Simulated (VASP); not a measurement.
# SmO3 (P6/mmm) in VASP: single point with PBE

Aim: the single point of SmO3 with PBE.

Program: VASP 6.6.1. These are calculated values, not measurements. Logs are shortened: lines on timing, memory, paths and dates and some standing lists are left out, and cuts for length are marked.

## 1. The cell of the first run

It takes space group P6/mmm (No. 191, hexagonal). Conventional cell: a = 4.130 Å, b = 4.130 Å, c = 3.152 Å, α = 90.00°, β = 90.00°, γ = 120.00°. Sm (site symmetry 6/mmm) has 12 O at 2.60 Å and 2 Sm at 3.15 Å within 3.4 Å. O (site symmetry mmm) has 4 O at 2.06 Å and 4 Sm at 2.60 Å within 2.7 Å.

## 2. Single point, PBE

The input, POSCAR:

```
SmO3
1.0
    4.1298247124      0.0000000000      0.0000000000
   -2.0649123562      3.5765331141      0.0000000000
    0.0000000000      0.0000000000      3.1515004301
Sm O
1 3
Direct
    0.0000000000      0.0000000000      0.0000000000
    0.5000000000      0.0000000000      0.5000000000
    0.0000000000      0.5000000000      0.5000000000
    0.5000000000      0.5000000000      0.5000000000
```

The input, INCAR.step1:

```
ALGO     = Normal         # electronic algorithm
EDIFF    = 1E-7           # SCF threshold, eV
ENCUT    = 520            # plane-wave cutoff, eV
GGA      = PE             # functional
ISIF     = 2              # what is computed and relaxed
ISMEAR   = 0              # smearing method
LASPH    = T              # aspherical terms in the spheres
LCHARG   = T              # write CHGCAR
LMAXMIX  = 6              # l up to which the mixer works
LREAL    = F              # projectors in reciprocal space
LWAVE    = F              # write WAVECAR
NBANDS   = 25             # bands
NELM     = 100            # most SCF steps
PREC     = Accurate       # precision mode
SIGMA    = 0.1            # smearing width, eV
```

The input, KPOINTS.step1:

```
k-points
0
Gamma
  12 12 14
```

The input, INCAR.step2:

```
ALGO     = Normal         # electronic algorithm
EDIFF    = 1E-7           # SCF threshold, eV
ENCUT    = 520            # plane-wave cutoff, eV
GGA      = PE             # functional
ICHARG   = 11             # starting density
ISIF     = 2              # what is computed and relaxed
ISMEAR   = -5             # smearing method
LASPH    = T              # aspherical terms in the spheres
LCHARG   = F              # write CHGCAR
LMAXMIX  = 6              # l up to which the mixer works
LORBIT   = 10             # projections on sites
LREAL    = F              # projectors in reciprocal space
LWAVE    = F              # write WAVECAR
NBANDS   = 25             # bands
NEDOS    = 2001           # points of the DOS
NELM     = 100            # most SCF steps
PREC     = Accurate       # precision mode
SIGMA    = 0.1            # smearing width, eV
```

The input, KPOINTS.step2:

```
k-points
0
Gamma
  18 18 21
```

Potentials or basis: VASP PAW PBE potentials, release 64 (Sm, O).

On the command line:

```sh
$ cat potpaw_PBE.64/Sm/POTCAR potpaw_PBE.64/O/POTCAR > POTCAR
$ cp INCAR.step1 INCAR
$ cp KPOINTS.step1 KPOINTS
$ mpirun -np 1 vasp_std > vasp.out
$ cp INCAR.step2 INCAR
$ cp KPOINTS.step2 KPOINTS
$ mpirun -np 1 vasp_std > vasp.out
```

OUTCAR:

```text
EDIFF = 1E-7
   ENCUT = 520
   GGA = PE
   ICHARG = 11
   ISIF = 2
   ISMEAR = -5
   LASPH = T
   LORBIT = 10
   LREAL = F
   NELM = 100
   PREC = Accurate

 ion  position               nearest neighbor table
   1  0.000  0.000  0.000-   3 2.60   4 2.60   3 2.60   4 2.60   3 2.60   3 2.60   4 2.60   4 2.60
                             2 2.60   2 2.60   2 2.60   2 2.60
   2  0.500  0.000  0.500-   1 2.60   1 2.60   1 2.60   1 2.60
   3  0.000  0.500  0.500-   1 2.60   1 2.60   1 2.60   1 2.60
   4  0.500  0.500  0.500-   1 2.60   1 2.60   1 2.60   1 2.60

  LATTYP: Found a hexagonal cell.
 ALAT       =     4.1298247124
 C/A-ratio  =     0.7631075529

  Lattice vectors:

 A1 = (   4.1298247124,   0.0000000000,   0.0000000000)
 A2 = (  -2.0649123562,   3.5765331141,   0.0000000000)
 A3 = (   0.0000000000,   0.0000000000,   3.1515004301)

Analysis of symmetry for initial positions (statically):
=====================================================================
 Subroutine PRICEL returns:
 Original cell was already a primitive cell.

 Routine SETGRP: Setting up the symmetry group for a
 hexagonal supercell.

 Subroutine GETGRP returns: Found 24 space group operations
 (whereof 24 operations were pure point group operations)
 out of a pool of 24 trial point group operations.

The static configuration has the point symmetry D_6h.

Analysis of symmetry for dynamics (positions and initial velocities):
=====================================================================
 Subroutine PRICEL returns:
 Original cell was already a primitive cell.

 Routine SETGRP: Setting up the symmetry group for a
 hexagonal supercell.

 Subroutine GETGRP returns: Found 24 space group operations
 (whereof 24 operations were pure point group operations)
 out of a pool of 24 trial point group operations.

The dynamic configuration has the point symmetry D_6h.

 Subroutine INISYM returns: Found 24 space group operations
 (whereof 24 operations are pure point group operations),
 and found     1 'primitive' translations

----------------------------------------------------------------------------------------

                                     Primitive cell

  volume of cell :      46.5491

  direct lattice vectors                    reciprocal lattice vectors
     4.129824712  0.000000000  0.000000000     0.242141028  0.139800188  0.000000000
    -2.064912356  3.576533114  0.000000000     0.000000000  0.279600375  0.000000000
     0.000000000  0.000000000  3.151500430     0.000000000  0.000000000  0.317309175
[... 102 lines left out ...]
   NUPDOWN=      -1.0000    fix difference up-down
   EMIN   =  10.00;   EMAX   =-10.00  energy-range for DOS
   EFERMI =   0.00;   METHOD = LEGACY
   ISMEAR =    -5;   SIGMA  =   0.10  broadening in eV -4-tet -1-fermi 0-gaus
   EFERMI_NEDOS =   21; number of points for ismear=-14 and -15
   IALGO  =     38    algorithm
   IMIX   =      4    mixing-type and parameters
     AMIX     =   0.40;   BMIX     =  1.00
     AMIX_MAG =   1.60;   BMIX_MAG =  1.00
  volume/ion in A,a.u.               =      11.64        78.53
  Fermi-wavevector in a.u.,A,eV,Ry     =   1.474339  2.786097 29.574655  2.173676
  Thomas-Fermi vector in A             =   2.589122
   LORBIT       =     10    0 simple, 1 ext, 2 COOP (PROOUT), +10 PAW based schemes
   GGA     = PE    functional components
   LHFCALC =     F    Hartree Fock is set to
   AEXX    =    0.0000 exact exchange contribution
   IVDW    =     0    specifies the selected vdW correction
   LEPSILON=     F    determine dielectric tensor
   LRPA    =     F    only Hartree local field effects (RPA)
 non-spin polarized calculation
 Fermi weights with tetrahedron method with Bloechl corrections
  energy-cutoff  :      520.00
  volume of cell :       46.55
 maximum number of plane-waves:      1278
 NGX is ok and might be reduce to    32

 number of electron      33.9999985 magnetization

 Free energy of the ion-electron system (eV)
  ---------------------------------------------------
  ext. energy  EPLUGINS =         0.00000000
  ---------------------------------------------------
  free energy    TOTEN  =       -24.19399941 eV

  energy without entropy =      -24.19399941  energy(sigma->0) =      -24.19399941

 E-fermi :   3.8813     XC(G=0): -11.6061

 val. band max:        3.8841709424   @ k =   0.5000   0.0000   0.1905
 cond. band min:       3.8767691058   @ k =   0.2222   0.1667   0.3810
 fundamental gap:     -0.0074018366
 Fermi energy:         3.8812889974

 k-point     1 :       0.0000    0.0000    0.0000
  band No.  band energies     occupation
      1     -35.4319      2.00000
      2     -16.3917      2.00000
      3     -14.9437      2.00000
      4     -14.9437      2.00000
      5     -14.4251      2.00000
      6     -12.5151      2.00000
[... 661 lines left out ...]
     24       6.3955      0.00000
     25       8.8662      0.00000

 [... further k-points ...]

------------------------ aborting loop because EDIFF is reached ----------------------------------------

  FORCE on cell =-STRESS in cart. coord.  units (eV):
  Direction    XX          YY          ZZ          XY          YZ          ZX
  --------------------------------------------------------------------------------------
  -------------------------------------------------------------------------------------
  Total       -2.1408265     -2.1408265     -0.1276352      0.0000000      0.0000000      0.0000000
  in kB      -73.6852915    -73.6852915     -4.3930873      0.0000000      0.0000000      0.0000000
  external PRESSURE =     -50.5878901 kB  Pullay stress =       0.0000000 kB

 VOLUME and BASIS-vectors are now :
 -----------------------------------------------------------------------------
  energy-cutoff  :      520.00
  volume of cell :       46.55
      direct lattice vectors                 reciprocal lattice vectors
     4.129824712  0.000000000  0.000000000     0.242141028  0.139800188  0.000000000
    -2.064912356  3.576533114  0.000000000     0.000000000  0.279600375  0.000000000
     0.000000000  0.000000000  3.151500430     0.000000000  0.000000000  0.317309175

 POSITION                                       TOTAL-FORCE (eV/Angst)
 -----------------------------------------------------------------------------------
      0.00000      0.00000      0.00000        -0.000000      0.000000      0.000000
      2.06491      0.00000      1.57575        -0.000000      0.000000      0.000000
     -1.03246      1.78827      1.57575         0.000000      0.000000      0.000000
      1.03246      1.78827      1.57575        -0.000000      0.000000      0.000000
 -----------------------------------------------------------------------------------
    total drift:                                0.000000      0.000000     -0.000000

  FREE ENERGIE OF THE ION-ELECTRON SYSTEM (eV)
  ---------------------------------------------------
  free  energy   TOTEN  =       -24.1939994092 eV

  energy  without entropy=      -24.1939994092  energy(sigma->0) =      -24.19399941

 total charge

# of ion       s       p       d       f       tot
--------------------------------------------------
    1        2.001   5.623   0.417   5.254  13.295
    2        1.624   3.181   0.000   0.000   4.804
    3        1.624   3.181   0.000   0.000   4.804
    4        1.624   3.181   0.000   0.000   4.804
--------------------------------------------------
tot          6.872  15.165   0.417   5.254  27.708
```

OUTCAR.step1:

```text
EDIFF = 1E-7
   ENCUT = 520
   GGA = PE
   ISIF = 2
[... 904 lines left out ...]
      0.00000      0.00000      0.00000        -0.000000      0.000000      0.000000
      2.06491      0.00000      1.57575         0.000000      0.000000      0.000000
     -1.03246      1.78827      1.57575        -0.000000      0.000000      0.000000
      1.03246      1.78827      1.57575        -0.000000      0.000000      0.000000
 -----------------------------------------------------------------------------------
    total drift:                                0.000000      0.000000     -0.000000

  FREE ENERGIE OF THE ION-ELECTRON SYSTEM (eV)
  ---------------------------------------------------
  free  energy   TOTEN  =       -24.2735596272 eV

  energy  without entropy=      -24.1236636659  energy(sigma->0) =      -24.19861165
```

OSZICAR.step1:

```text
N       E                     dE             d eps       ncg     rms          rms(c)
[... 41 lines left out ...]
DAV:  42    -0.242735682112E+02    0.12315E-05   -0.24590E-06 13430   0.148E-02    0.304E-01
DAV:  43    -0.242735636731E+02    0.45381E-05   -0.22471E-06 10325   0.320E-02    0.273E-01
DAV:  44    -0.242735602989E+02    0.33742E-05   -0.21997E-06 10263   0.436E-02    0.225E-01
DAV:  45    -0.242735599737E+02    0.32515E-06   -0.94646E-07 11771   0.197E-02    0.173E-01
DAV:  46    -0.242735597519E+02    0.22187E-06   -0.68853E-07 10519   0.179E-02    0.954E-02
DAV:  47    -0.242735595299E+02    0.22200E-06   -0.96869E-07  9893   0.232E-02    0.402E-02
DAV:  48    -0.242735596602E+02   -0.13033E-06   -0.28701E-07  7722   0.502E-03    0.189E-02
DAV:  49    -0.242735596272E+02    0.32999E-07   -0.17147E-07  5566   0.559E-03
   1 F= -.24273560E+02 E0= -.24198612E+02  d E =-.149896E+00
```

Run time: 10 min. Hardware: 1 thread of AMD EPYC 9R45 (Zen 5), shared host; peak memory 0.54 GiB.

Results:

- Valence electrons inside the program's atomic spheres: Sm 13.29; O 4.80

Caveat: spin-orbit coupling is left out, which moves the levels of the heavy elements; the run has no spin polarisation, though such a crystal can be magnetic; semilocal functionals describe open f shells poorly, which spoils levels, moments and volumes; tetrahedron occupations give inexact forces and stress in metals. Spin polarisation is off, so any magnetic state and its effect on volume and gap are missing.
